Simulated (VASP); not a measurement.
# B2O (P-3m1) in VASP: notebook

B2O is run at these levels: PBE; tasks: single point, relaxation of cell and atoms.

Program: VASP 6.6.1. These are calculated values, not measurements. Logs are shortened: lines on timing, memory, paths and dates and some standing lists are left out, and cuts for length are marked.

### Step 1. The cell of the first run

Symmetry: P-3m1, No. 164, trigonal system. Conventional cell: a = 2.565 Å, b = 2.565 Å, c = 11.460 Å, α = 90.00°, β = 90.00°, γ = 120.00°. B (site symmetry 3m) has 3 O at 1.58 Å and 1 B at 1.75 Å within 2.1 Å. B (site symmetry 3m) has 3 B at 1.57 Å within 2.1 Å. O (site symmetry 3m) has 3 B at 1.58 Å within 2.1 Å.

### Step 2. Single point, PBE

File INCAR:

```
SYSTEM = B2O
PREC = Accurate
ENCUT = 520
EDIFF = 1E-6
ISMEAR = 0
SIGMA = 0.1
LREAL = .False.
LASPH = .True.
NELM = 60
ALGO = Normal
ISIF = 2
LWAVE = .False.
LCHARG = .False.
GGA = PE
NBANDS = 21
```

File KPOINTS:

```
Automatic mesh
0
Gamma
  18 18 4
  0 0 0
```

File POSCAR:

```
B2O
1.0
    2.5647533604      0.0000000000      0.0000000000
   -1.2823766802      2.2211415645      0.0000000000
    0.0000000000      0.0000000000     11.4596364304
B O
4 2
Direct
    0.0000000000      0.0000000000      0.4237945784
    0.0000000000      0.0000000000      0.5762054216
    0.6666666667      0.3333333333      0.0230723828
    0.3333333333      0.6666666667      0.9769276172
    0.6666666667      0.3333333333      0.3753860210
    0.3333333333      0.6666666667      0.6246139790
```

Potentials or basis: VASP PAW PBE potentials, release 64 (B, O).

Started as:

```bash
> cat potpaw_PBE.64/B/POTCAR potpaw_PBE.64/O/POTCAR > POTCAR
> mpirun -np 1 vasp_std > vasp.out
```

OUTCAR:

```text
SYSTEM = B2O
   PREC = Accurate
   ENCUT = 520
   EDIFF = 1E-6
   ISMEAR = 0
   LREAL = .False.
   LASPH = .True.
   NELM = 60
   ISIF = 2
   GGA = PE

 ion  position               nearest neighbor table
   1  0.000  0.000  0.424-   5 1.58   5 1.58   5 1.58   2 1.75
   2  0.000  0.000  0.576-   6 1.58   6 1.58   6 1.58   1 1.75
   3  0.667  0.333  0.023-   4 1.57   4 1.57   4 1.57
   4  0.333  0.667  0.977-   3 1.57   3 1.57   3 1.57
   5  0.667  0.333  0.375-   1 1.58   1 1.58   1 1.58
   6  0.333  0.667  0.625-   2 1.58   2 1.58   2 1.58

  LATTYP: Found a hexagonal cell.
 ALAT       =     2.5647533604
 C/A-ratio  =     4.4681241508

  Lattice vectors:

 A1 = (   2.5647533604,   0.0000000000,   0.0000000000)
 A2 = (  -1.2823766802,   2.2211415645,   0.0000000000)
 A3 = (   0.0000000000,   0.0000000000,  11.4596364304)

Analysis of symmetry for initial positions (statically):
=====================================================================
 Subroutine PRICEL returns:
 Original cell was already a primitive cell.

 Routine SETGRP: Setting up the symmetry group for a
 hexagonal supercell.

 Subroutine GETGRP returns: Found 12 space group operations
 (whereof 12 operations were pure point group operations)
 out of a pool of 24 trial point group operations.

The static configuration has the point symmetry D_3d.

Analysis of symmetry for dynamics (positions and initial velocities):
=====================================================================
 Subroutine PRICEL returns:
 Original cell was already a primitive cell.

 Routine SETGRP: Setting up the symmetry group for a
 hexagonal supercell.

 Subroutine GETGRP returns: Found 12 space group operations
 (whereof 12 operations were pure point group operations)
 out of a pool of 24 trial point group operations.

The dynamic configuration has the point symmetry D_3d.

 Subroutine INISYM returns: Found 12 space group operations
 (whereof 12 operations are pure point group operations),
 and found     1 'primitive' translations

----------------------------------------------------------------------------------------

                                     Primitive cell

  volume of cell :      65.2819

  direct lattice vectors                    reciprocal lattice vectors
     2.564753360  0.000000000  0.000000000     0.389901039  0.225109470  0.000000000
[... 96 lines left out ...]
   EDIFFG = 0.1E-04   stopping-criterion for IOM
   NSW    =      0    number of steps for IOM
   IBRION =     -1    ionic relax: 0-MD 1-quasi-New 2-CG
   NFREE  =      0    steps in history (QN), initial steepest desc. (CG)
   ISIF   =      2    stress and relaxation
   ISYM   =      2    0-nonsym 1-usesym 2-fastsym
   POTIM  = 0.5000    time-step for ionic-motion
   TEBEG  =    0.0;   TEEND  =   0.0 temperature during run
   PSTRESS=    0.0 pullay stress
   NELECT =      24.0000    total number of electrons
   NUPDOWN=      -1.0000    fix difference up-down
   EMIN   =  10.00;   EMAX   =-10.00  energy-range for DOS
   EFERMI =   0.00;   METHOD = LEGACY
   ISMEAR =     0;   SIGMA  =   0.10  broadening in eV -4-tet -1-fermi 0-gaus
   EFERMI_NEDOS =   21; number of points for ismear=-14 and -15
   IALGO  =     38    algorithm
   IMIX   =      4    mixing-type and parameters
     AMIX     =   0.40;   BMIX     =  1.00
     AMIX_MAG =   1.60;   BMIX_MAG =  1.00
  volume/ion in A,a.u.               =      10.88        73.42
  Fermi-wavevector in a.u.,A,eV,Ry     =   1.172774  2.216222 18.713439  1.375399
  Thomas-Fermi vector in A             =   2.309197
   LORBIT       =      0    0 simple, 1 ext, 2 COOP (PROOUT), +10 PAW based schemes
   GGA     = PE    functional components
   LHFCALC =     F    Hartree Fock is set to
   AEXX    =    0.0000 exact exchange contribution
   IVDW    =     0    specifies the selected vdW correction
   LEPSILON=     F    determine dielectric tensor
   LRPA    =     F    only Hartree local field effects (RPA)
 non-spin polarized calculation
 Gauss-broadening in eV      SIGMA  =   0.10
  energy-cutoff  :      520.00
  volume of cell :       65.28
 maximum number of plane-waves:      1774
   NGX =  9   NGY =  9   NGZ = 43

 number of electron      23.9999996 magnetization

 Free energy of the ion-electron system (eV)
  ---------------------------------------------------
  ext. energy  EPLUGINS =         0.00000000
  ---------------------------------------------------
  free energy    TOTEN  =       -39.62900159 eV

  energy without entropy =      -39.62367006  energy(sigma->0) =      -39.62633582

 E-fermi :   2.6300     XC(G=0):  -9.0080

 val. band max:        2.5925526932   @ k =   0.0000   0.4444   0.2500
 cond. band min:       2.7374223465   @ k =  -0.1111   0.3333   0.2500
 fundamental gap:      0.1448696533
 Fermi energy:         2.6299536644

 k-point     1 :       0.0000    0.0000    0.0000
  band No.  band energies     occupation
      1     -21.1887      2.00000
      2     -20.6591      2.00000
      3     -10.0009      2.00000
      4      -8.0864      2.00000
      5      -3.7041      2.00000
      6      -2.8400      2.00000
[... 565 lines left out ...]
     20      13.0499      0.00000
     21      13.8235      0.00000

 [... further k-points ...]

------------------------ aborting loop because EDIFF is reached ----------------------------------------

  FORCE on cell =-STRESS in cart. coord.  units (eV):
  Direction    XX          YY          ZZ          XY          YZ          ZX
  --------------------------------------------------------------------------------------
  -------------------------------------------------------------------------------------
  Total        0.1538656      0.1538656     -0.0479365      0.0000000      0.0000000      0.0000000
  in kB        3.7762377      3.7762377     -1.1764782      0.0000000      0.0000000      0.0000000
  external PRESSURE =       2.1253324 kB  Pullay stress =       0.0000000 kB

 VOLUME and BASIS-vectors are now :
 -----------------------------------------------------------------------------
  energy-cutoff  :      520.00
  volume of cell :       65.28
      direct lattice vectors                 reciprocal lattice vectors
     2.564753360  0.000000000  0.000000000     0.389901039  0.225109470  0.000000000
    -1.282376680  2.221141564  0.000000000     0.000000000  0.450218940  0.000000000
     0.000000000  0.000000000 11.459636430     0.000000000  0.000000000  0.087262803

 POSITION                                       TOTAL-FORCE (eV/Angst)
 -----------------------------------------------------------------------------------
      0.00000      0.00000      4.85653         0.000000     -0.000000     -0.013967
      0.00000      0.00000      6.60310         0.000000      0.000000      0.013967
      1.28238      0.74038      0.26440         0.000000     -0.000000      0.011261
     -0.00000      1.48076     11.19524        -0.000000     -0.000000     -0.011261
      1.28238      0.74038      4.30179        -0.000000      0.000000      0.009816
     -0.00000      1.48076      7.15785         0.000000     -0.000000     -0.009816
 -----------------------------------------------------------------------------------
    total drift:                                0.000000     -0.000000      0.000000

  FREE ENERGIE OF THE ION-ELECTRON SYSTEM (eV)
  ---------------------------------------------------
  free  energy   TOTEN  =       -39.6290015867 eV

  energy  without entropy=      -39.6236700558  energy(sigma->0) =      -39.62633582
```

OSZICAR:

```text
N       E                     dE             d eps       ncg     rms          rms(c)
DAV:   1     0.948508474610E+02    0.94851E+02   -0.11989E+04  5804   0.103E+03
DAV:   2    -0.364520458460E+02   -0.13130E+03   -0.12673E+03  7480   0.230E+02
DAV:   3    -0.431782112847E+02   -0.67262E+01   -0.66506E+01  7751   0.501E+01
DAV:   4    -0.432403298790E+02   -0.62119E-01   -0.62063E-01  7909   0.521E+00
DAV:   5    -0.432409690188E+02   -0.63914E-03   -0.63907E-03  7534   0.502E-01    0.995E+00
DAV:   6    -0.401254426120E+02    0.31155E+01   -0.11674E+01  6996   0.122E+01    0.485E+00
DAV:   7    -0.396819895230E+02    0.44345E+00   -0.10914E+00  6744   0.544E+00    0.227E+00
DAV:   8    -0.396268321461E+02    0.55157E-01   -0.16954E-01  7143   0.238E+00    0.735E-01
DAV:   9    -0.396284367006E+02   -0.16046E-02   -0.19390E-02  7383   0.823E-01    0.204E-01
DAV:  10    -0.396291216562E+02   -0.68496E-03   -0.87650E-04  6883   0.191E-01    0.782E-02
DAV:  11    -0.396292051304E+02   -0.83474E-04   -0.47974E-04  6852   0.159E-01    0.299E-02
DAV:  12    -0.396290974558E+02    0.10767E-03   -0.14604E-04  7361   0.692E-02    0.129E-02
DAV:  13    -0.396290412213E+02    0.56234E-04   -0.42027E-05  7274   0.365E-02    0.841E-03
DAV:  14    -0.396290068171E+02    0.34404E-04   -0.32627E-05  7305   0.293E-02    0.589E-03
DAV:  15    -0.396290015731E+02    0.52440E-05   -0.76612E-06  7180   0.144E-02    0.176E-03
DAV:  16    -0.396290015867E+02   -0.13588E-07   -0.56314E-07  5527   0.418E-03
   1 F= -.39629002E+02 E0= -.39626336E+02  d E =-.533153E-02
```

stdout:

```text
POSCAR found type information on POSCAR B O
 POSCAR found :  2 types and       6 ions
 scaLAPACK will be used
 LDA part: xc-table for (Slater+PW92), standard interpolation
 POSCAR, INCAR and KPOINTS ok, starting setup
 FFT: planning ... GRIDC
 FFT: planning ... GRID_SOFT
 FFT: planning ... GRID
 WAVECAR not read
 entering main loop
```

It took 5.3 min on 1 thread of Oxide Virtual Turin-like, shared host; peak memory 0.25 GiB.

Results:

* Free energy: -39.6290 eV
* Pressure: 0.2 GPa
* Largest force: 0.014 eV/Å
* Band gap on the k mesh: zero (band 12 reaches 5.83 eV, above the bottom of band 13 at 1.90 eV)

Forces on the atoms (eV/Å):
```
B    0.000  0.000 -0.014
B    0.000  0.000  0.014
B    0.000  0.000  0.011
B    0.000  0.000 -0.011
O    0.000  0.000  0.010
O    0.000  0.000 -0.010
```

Stress tensor (GPa, compression positive):
```
 0.38  0.00  0.00
 0.00  0.38  0.00
 0.00  0.00 -0.12
```

Caveat: this functional lacks dispersion, which binds the layers, so the pressure and a relaxed spacing across them are unreliable.

### Step 3. Single point, PBE (volume scaled by 1.03, then relaxed in part)

File INCAR:

```
PREC = Accurate
ENCUT = 520
EDIFF = 1E-7
ISMEAR = 0
SIGMA = 0.1
LREAL = False
LASPH = True
NELM = 100
ALGO = Normal
ISIF = 2
LWAVE = False
LCHARG = False
GGA = PE
NBANDS = 21
```

File KPOINTS:

```
Automatic mesh
0
Gamma
  18 18 4
```

File POSCAR:

```
B2O
1.0
    2.5653694132      0.0000000000      0.0000000000
   -1.2826847066      2.2216750819      0.0000000000
    0.0000000000      0.0000000000     11.7977572086
B O
4 2
Direct
    0.0000000000      0.0000000000      0.4259771568
    0.0000000000      0.0000000000      0.5740228432
    0.6666666667      0.3333333333      0.0223397512
    0.3333333333      0.6666666667      0.9776602488
    0.6666666667      0.3333333333      0.3789556401
    0.3333333333      0.6666666667      0.6210443599
```

Potentials or basis: VASP PAW PBE potentials, release 64 (B, O).

Started as:

```bash
> cat potpaw_PBE.64/B/POTCAR potpaw_PBE.64/O/POTCAR > POTCAR
> mpirun -np 1 vasp_std > vasp.out
```

OUTCAR:

```text
PREC = Accurate
   ENCUT = 520
   EDIFF = 1E-7
   ISMEAR = 0
   LREAL = False
   LASPH = True
   NELM = 100
   ISIF = 2
   GGA = PE

 ion  position               nearest neighbor table
   1  0.000  0.000  0.426-   5 1.58   5 1.58   5 1.58   2 1.75
   2  0.000  0.000  0.574-   6 1.58   6 1.58   6 1.58   1 1.75
   3  0.667  0.333  0.022-   4 1.57   4 1.57   4 1.57
   4  0.333  0.667  0.978-   3 1.57   3 1.57   3 1.57
   5  0.667  0.333  0.379-   1 1.58   1 1.58   1 1.58
   6  0.333  0.667  0.621-   2 1.58   2 1.58   2 1.58

  LATTYP: Found a hexagonal cell.
 ALAT       =     2.5653694132
 C/A-ratio  =     4.5988531507

  Lattice vectors:

 A1 = (   2.5653694132,   0.0000000000,   0.0000000000)
 A2 = (  -1.2826847066,   2.2216750819,   0.0000000000)
 A3 = (   0.0000000000,   0.0000000000,  11.7977572086)

Analysis of symmetry for initial positions (statically):
=====================================================================
 Subroutine PRICEL returns:
 Original cell was already a primitive cell.

 Routine SETGRP: Setting up the symmetry group for a
 hexagonal supercell.

 Subroutine GETGRP returns: Found 12 space group operations
 (whereof 12 operations were pure point group operations)
 out of a pool of 24 trial point group operations.

The static configuration has the point symmetry D_3d.

Analysis of symmetry for dynamics (positions and initial velocities):
=====================================================================
 Subroutine PRICEL returns:
 Original cell was already a primitive cell.

 Routine SETGRP: Setting up the symmetry group for a
 hexagonal supercell.

 Subroutine GETGRP returns: Found 12 space group operations
 (whereof 12 operations were pure point group operations)
 out of a pool of 24 trial point group operations.

The dynamic configuration has the point symmetry D_3d.

 Subroutine INISYM returns: Found 12 space group operations
 (whereof 12 operations are pure point group operations),
 and found     1 'primitive' translations
[... 125 lines left out ...]
  Fermi-wavevector in a.u.,A,eV,Ry     =   1.161276  2.194493 18.348284  1.348561
  Thomas-Fermi vector in A             =   2.297849
   LORBIT       =      0    0 simple, 1 ext, 2 COOP (PROOUT), +10 PAW based schemes
   GGA     = PE    functional components
   LHFCALC =     F    Hartree Fock is set to
   AEXX    =    0.0000 exact exchange contribution
   IVDW    =     0    specifies the selected vdW correction
   LEPSILON=     F    determine dielectric tensor
   LRPA    =     F    only Hartree local field effects (RPA)
 non-spin polarized calculation
 Gauss-broadening in eV      SIGMA  =   0.10
  energy-cutoff  :      520.00
  volume of cell :       67.24
 maximum number of plane-waves:      1830
   NGX =  9   NGY =  9   NGZ = 43

 number of electron      24.0000001 magnetization

 Free energy of the ion-electron system (eV)
  ---------------------------------------------------
  ext. energy  EPLUGINS =         0.00000000
  ---------------------------------------------------
  free energy    TOTEN  =       -39.62936594 eV

  energy without entropy =      -39.62400202  energy(sigma->0) =      -39.62668398

 E-fermi :   2.4019     XC(G=0):  -8.8146

 val. band max:        2.3621075225   @ k =   0.4444   0.0000   0.2500
 cond. band min:       2.5075889024   @ k =  -0.1111   0.3333   0.2500
 fundamental gap:      0.1454813798
 Fermi energy:         2.4019155227

 k-point     1 :       0.0000    0.0000    0.0000
  band No.  band energies     occupation
      1     -21.3976      2.00000
      2     -20.8682      2.00000
      3     -10.2192      2.00000
      4      -8.2969      2.00000
      5      -3.9068      2.00000
      6      -3.0540      2.00000
[... 565 lines left out ...]
     20      12.7644      0.00000
     21      13.5761      0.00000

 [... further k-points ...]

------------------------ aborting loop because EDIFF is reached ----------------------------------------

  FORCE on cell =-STRESS in cart. coord.  units (eV):
  Direction    XX          YY          ZZ          XY          YZ          ZX
  --------------------------------------------------------------------------------------
  -------------------------------------------------------------------------------------
  Total        0.1374395      0.1374395     -0.0724087      0.0000000      0.0000000      0.0000000
  in kB        3.2748557      3.2748557     -1.7253265      0.0000000      0.0000000      0.0000000
  external PRESSURE =       1.6081283 kB  Pullay stress =       0.0000000 kB

 VOLUME and BASIS-vectors are now :
 -----------------------------------------------------------------------------
  energy-cutoff  :      520.00
  volume of cell :       67.24
      direct lattice vectors                 reciprocal lattice vectors
     2.565369413  0.000000000  0.000000000     0.389807407  0.225055412  0.000000000
    -1.282684707  2.221675082  0.000000000     0.000000000  0.450110823  0.000000000
     0.000000000  0.000000000 11.797757209     0.000000000  0.000000000  0.084761873

 POSITION                                       TOTAL-FORCE (eV/Angst)
 -----------------------------------------------------------------------------------
      0.00000      0.00000      5.02558         0.000000      0.000000     -0.014388
      0.00000      0.00000      6.77218         0.000000      0.000000      0.014388
      1.28268      0.74056      0.26356         0.000000      0.000000      0.011003
     -0.00000      1.48112     11.53420         0.000000     -0.000000     -0.011003
      1.28268      0.74056      4.47083        -0.000000      0.000000      0.009859
     -0.00000      1.48112      7.32693        -0.000000     -0.000000     -0.009859
 -----------------------------------------------------------------------------------
    total drift:                               -0.000000      0.000000     -0.000000

  FREE ENERGIE OF THE ION-ELECTRON SYSTEM (eV)
  ---------------------------------------------------
  free  energy   TOTEN  =       -39.6293659369 eV

  energy  without entropy=      -39.6240020191  energy(sigma->0) =      -39.62668398
```

stdout:

```text
POSCAR found type information on POSCAR B O
 POSCAR found :  2 types and       6 ions
 scaLAPACK will be used
 LDA part: xc-table for (Slater+PW92), standard interpolation
 POSCAR, INCAR and KPOINTS ok, starting setup
 FFT: planning ... GRIDC
 FFT: planning ... GRID_SOFT
 FFT: planning ... GRID
 WAVECAR not read
 entering main loop
```

Run time: 4.2 min. Hardware: 1 thread of Oxide Virtual Turin-like, shared host; peak memory 0.24 GiB.

What came out:

```
Free energy            : -39.6294 eV
Pressure               : 0.2 GPa
Largest force          : 0.014 eV/Å
Band gap on the k mesh : zero (band 12 reaches 5.54 eV, above the bottom of band 13 at 1.67 eV)
```

Forces in eV/Å, atoms in the order of the input:
```
B    0.000  0.000 -0.014
B    0.000  0.000  0.014
B    0.000  0.000  0.011
B    0.000  0.000 -0.011
O    0.000  0.000  0.010
O    0.000  0.000 -0.010
```

Stress tensor (GPa, compression positive):
```
 0.33  0.00  0.00
 0.00  0.33  0.00
 0.00  0.00 -0.17
```

Caveat: this functional lacks dispersion, which binds the layers, so the pressure and a relaxed spacing across them are unreliable.

(Part 1 of 2 ends here.)
